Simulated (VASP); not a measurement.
# Be2Si (Fm-3m) in VASP: further runs, part 2 of 2

VASP 6.6.1.

## 3. Single point, PBE

INCAR

```
SYSTEM = Be2Si
PREC = Accurate
ENCUT = 520
EDIFF = 1E-6
ISMEAR = -1
SIGMA = 0.1
LREAL = .False.
LASPH = .True.
NELM = 60
ALGO = Normal
ISIF = 2
LWAVE = .False.
LCHARG = .False.
GGA = PE
NBANDS = 11
```

KPOINTS

```
Automatic mesh
0
Gamma
  12 12 12
  0 0 0
```

POSCAR

```
Be2Si
1.0
    0.0000000000      2.6400000000      2.6400000000
    2.6400000000      0.0000000000      2.6400000000
    2.6400000000      2.6400000000      0.0000000000
Si Be
1 2
Direct
    0.0000000000      0.0000000000      0.0000000000
    0.2500000000      0.2500000000      0.2500000000
    0.7500000000      0.7500000000      0.7500000000
```

Potentials or basis: VASP PAW PBE potentials, release 64 (Si, Be).

Run with:

```sh
> cat potpaw_PBE.64/Si/POTCAR potpaw_PBE.64/Be/POTCAR > POTCAR
> mpirun -np 1 vasp_std > vasp.out
```

OUTCAR:

```text
SYSTEM = Be2Si
   PREC = Accurate
   ENCUT = 520
   EDIFF = 1E-6
   ISMEAR = -1
   LREAL = .False.
   LASPH = .True.
   NELM = 60
   ISIF = 2
   GGA = PE

 ion  position               nearest neighbor table
   1  0.000  0.000  0.000-   3 2.29   3 2.29   3 2.29   2 2.29   2 2.29   2 2.29   3 2.29   2 2.29

   2  0.250  0.250  0.250-   1 2.29   1 2.29   1 2.29   1 2.29
   3  0.750  0.750  0.750-   1 2.29   1 2.29   1 2.29   1 2.29

  LATTYP: Found a face centered cubic cell.
 ALAT       =     5.2800000000

  Lattice vectors:

 A1 = (   0.0000000000,   2.6400000000,   2.6400000000)
 A2 = (   2.6400000000,   0.0000000000,   2.6400000000)
 A3 = (   2.6400000000,   2.6400000000,   0.0000000000)

Analysis of symmetry for initial positions (statically):
=====================================================================
 Subroutine PRICEL returns:
 Original cell was already a primitive cell.

 Routine SETGRP: Setting up the symmetry group for a
 face centered cubic supercell.

 Subroutine GETGRP returns: Found 48 space group operations
 (whereof 48 operations were pure point group operations)
 out of a pool of 48 trial point group operations.

The static configuration has the point symmetry O_h .

Analysis of symmetry for dynamics (positions and initial velocities):
=====================================================================
 Subroutine PRICEL returns:
 Original cell was already a primitive cell.

 Routine SETGRP: Setting up the symmetry group for a
 face centered cubic supercell.

 Subroutine GETGRP returns: Found 48 space group operations
 (whereof 48 operations were pure point group operations)
 out of a pool of 48 trial point group operations.

The dynamic configuration has the point symmetry O_h .

 Subroutine INISYM returns: Found 48 space group operations
 (whereof 48 operations are pure point group operations),
 and found     1 'primitive' translations

[... 117 lines left out ...]
  volume/ion in A,a.u.               =      12.27        82.78
  Fermi-wavevector in a.u.,A,eV,Ry     =   0.984368  1.860186 13.183783  0.968981
  Thomas-Fermi vector in A             =   2.115596
   LORBIT       =      0    0 simple, 1 ext, 2 COOP (PROOUT), +10 PAW based schemes
   GGA     = PE    functional components
   LHFCALC =     F    Hartree Fock is set to
   AEXX    =    0.0000 exact exchange contribution
   IVDW    =     0    specifies the selected vdW correction
   LEPSILON=     F    determine dielectric tensor
   LRPA    =     F    only Hartree local field effects (RPA)
 non-spin polarized calculation
  energy-cutoff  :      520.00
  volume of cell :       36.80
 maximum number of plane-waves:      1004
   NGX = 13   NGY = 13   NGZ = 13

 number of electron       8.0000000 magnetization

 Free energy of the ion-electron system (eV)
  ---------------------------------------------------
  ext. energy  EPLUGINS =         0.00000000
  ---------------------------------------------------
  free energy    TOTEN  =       -12.24840772 eV

  energy without entropy =      -12.23479724  energy(sigma->0) =      -12.24160248

 E-fermi :   6.6701     XC(G=0):  -9.9647

 val. band max:        6.6603112900   @ k =   0.5000   0.4167   0.0000
 cond. band min:       6.7466981130   @ k =   0.2500   0.2500   0.0000
 fundamental gap:      0.0863868230
 Fermi energy:         6.6701120181

 k-point     1 :       0.0000    0.0000    0.0000
  band No.  band energies     occupation
      1      -5.3612      2.00000
      2       7.0910      0.02928
      3       7.0910      0.02928
      4       7.0910      0.02928
      5       7.4987      0.00050
      6       7.4987      0.00050
      7       7.4987      0.00050
      8      12.7666      0.00000
      9      14.0629      0.00000
     10      14.1373      0.00000
     11      14.1373      0.00000
[... 309 lines left out ...]
 k-point    24 :      -0.4167    0.1667    0.0000
  band No.  band energies     occupation
      1      -2.7134      2.00000
      2      -0.2897      2.00000
      3       3.3429      2.00000
      4       4.5704      2.00000
      5       7.8620      0.00001
      6       9.3258      0.00000
      7      10.8897      0.00000
      8      14.0186      0.00000
      9      14.7764      0.00000
     10      14.9149      0.00000
     11      15.8731      0.00000

 [... further k-points ...]
[... 5 lines left out ...]
  --------------------------------------------------------------------------------------
  -------------------------------------------------------------------------------------
  Total        0.0597209      0.0597209      0.0597209     -0.0000000      0.0000000     -0.0000000
  in kB        2.6001293      2.6001293      2.6001293     -0.0000000      0.0000000     -0.0000000
  external PRESSURE =       2.6001293 kB  Pullay stress =       0.0000000 kB

 VOLUME and BASIS-vectors are now :
 -----------------------------------------------------------------------------
  energy-cutoff  :      520.00
  volume of cell :       36.80
      direct lattice vectors                 reciprocal lattice vectors
     0.000000000  2.640000000  2.640000000    -0.189393939  0.189393939  0.189393939
     2.640000000  0.000000000  2.640000000     0.189393939 -0.189393939  0.189393939
     2.640000000  2.640000000  0.000000000     0.189393939  0.189393939 -0.189393939

 POSITION                                       TOTAL-FORCE (eV/Angst)
 -----------------------------------------------------------------------------------
      0.00000      0.00000      0.00000         0.000000      0.000000     -0.000000
      1.32000      1.32000      1.32000         0.000000      0.000000     -0.000000
      3.96000      3.96000      3.96000        -0.000000     -0.000000      0.000000
 -----------------------------------------------------------------------------------
    total drift:                                0.000000     -0.000000     -0.000000

  FREE ENERGIE OF THE ION-ELECTRON SYSTEM (eV)
  ---------------------------------------------------
  free  energy   TOTEN  =       -12.2484077235 eV

  energy  without entropy=      -12.2347972439  energy(sigma->0) =      -12.24160248
```

Run time: 37 s. Hardware: 1 thread of Intel Xeon 8259CL, shared host; peak memory 0.17 GiB.

Results:

| Item | Value |
| --- | --- |
| Free energy | -12.2484 eV |
| Pressure | 0.3 GPa |
| Band gap on the k mesh | zero (bands 4 and 5 overlap by 0.79 eV) |

## 4. Single point, PBE

INCAR

```
ALGO     = Normal         # electronic algorithm
EDIFF    = 1E-7           # SCF threshold, eV
ENCUT    = 520            # plane-wave cutoff, eV
GGA      = PE             # functional
ISIF     = 2              # what is computed and relaxed
ISMEAR   = -1             # smearing method
LASPH    = True           # aspherical terms in the spheres
LCHARG   = True           # write CHGCAR
LELF     = True           # ELF
LREAL    = False          # projectors in reciprocal space
LVHAR    = True         
LWAVE    = False          # write WAVECAR
NBANDS   = 11             # bands
NELM     = 100            # most SCF steps
PREC     = Accurate       # precision mode
SIGMA    = 0.1            # smearing width, eV
```

KPOINTS

```
k-points
0
Gamma
  14 14 14
```

POSCAR is that of step 3.

Run with:

```sh
> cat potpaw_PBE.64/Si/POTCAR potpaw_PBE.64/Be/POTCAR > POTCAR
> mpirun -np 1 vasp_std > vasp.out
```

It took 45 s on 1 thread of Intel Xeon 8259CL, shared host; peak memory 0.17 GiB.

It converged, with:

| Item | Value |
| --- | --- |
| Free energy | -12.2478 eV |
| Pressure | 0.3 GPa |
| Band gap on the k mesh | zero (bands 4 and 5 overlap by 0.83 eV) |

Levels at points of the mesh, in eV from the Fermi level:
```csv
k point,band 1,band 2,band 3,band 4,band 5,band 6,band 7,band 8
"(0.00, 0.00, 0.00)",-12.05,0.41,0.41,0.41,0.81,0.81,0.81,6.08
"(0.50, 0.00, 0.00)",-9.63,-7.35,-1.36,-1.36,1.25,1.25,2.53,6.31
"(0.50, 0.50, 0.00)",-8.70,-6.44,-3.89,-3.89,-0.22,0.36,7.73,7.73
```

## 5. Summary

```tsv
k mesh	gap on the mesh (eV)	pressure (GPa)
10 × 10 × 10	none	0.2
12 × 12 × 12	none	0.3
14 × 14 × 14	none	0.3
```

Alike in all rows: task single point; level PBE; potentials or basis VASP PAW PBE potentials, release 64 (Si, Be); no spin polarisation; cell as given; cutoff (eV) 520; smearing fermi-dirac 0.1 eV.

Absolute energies hang on the potentials; compare differences alone.
